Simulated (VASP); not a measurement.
# Nb2Si2O: single point with PBE

Crystal: Nb2Si2O.

```
Nb Si O
1.0
     4.62853    0.00000    0.00000
     0.00000    4.62853    0.00000
     0.00000    0.00000    4.50008
Nb Si O
2 2 1
Direct
  0.00000 0.50000 0.50000
  0.50000 0.00000 0.50000
  0.00000 0.00000 0.00000
  0.00000 0.00000 0.50000
  0.50000 0.50000 0.50000
```

The cell was built from a structure type or drawn by symmetry, and may not be a known phase.

```yaml
Program: VASP 6.6.1
Task: single point
Functional: PBE
Potentials_or_basis: VASP PAW PBE potentials, release 64 (Nb_sv, Si, O)
Cutoff: 520 eV
k_mesh: 4 × 4 × 4
Occupations: gaussian, width 0.1 eV
Spin: no spin polarisation
Dipole_correction: no
Further_INCAR_settings: ALGO = Normal; EDIFF = 1e-06; NBANDS = 28
```

The pressure is -0.2 GPa. The band gap on the k mesh is zero (bands 20 and 21 overlap by 1.29 eV).

Stress tensor (GPa, compression positive):
```
-0.12  0.00  0.00
 0.00 -0.12  0.00
 0.00  0.00 -0.27
```

Levels at points of the mesh, in eV from the Fermi level:
| k point | band 17 | band 18 | band 19 | band 20 | band 21 | band 22 | band 23 | band 24 |
| --- | --- | --- | --- | --- | --- | --- | --- | --- |
| (0.00, 0.00, 0.00) | -1.75 | -1.75 | -1.60 | -1.60 | -0.42 | 0.04 | 0.73 | 0.73 |
| (0.50, 0.00, 0.00) | -3.26 | -2.14 | -1.16 | -0.15 | 0.08 | 0.44 | 0.90 | 1.08 |
| (0.50, 0.50, 0.00) | -2.17 | -2.07 | -2.07 | 0.88 | 0.98 | 1.23 | 1.72 | 1.72 |
| (0.00, 0.00, 0.50) | -3.01 | -0.81 | -0.18 | -0.18 | 0.05 | 0.48 | 0.48 | 0.95 |
| (0.50, 0.00, 0.50) | -2.62 | -1.62 | -0.32 | -0.24 | -0.08 | 0.43 | 0.49 | 1.27 |
| (0.50, 0.50, 0.50) | -1.91 | -1.91 | 0.56 | 0.56 | 0.57 | 0.62 | 0.62 | 1.13 |

It took 21 s on 1 thread of Intel(R) Xeon(R) 6975P-C (Granite Rapids), with other jobs on the host, peak memory 0.22 GiB.
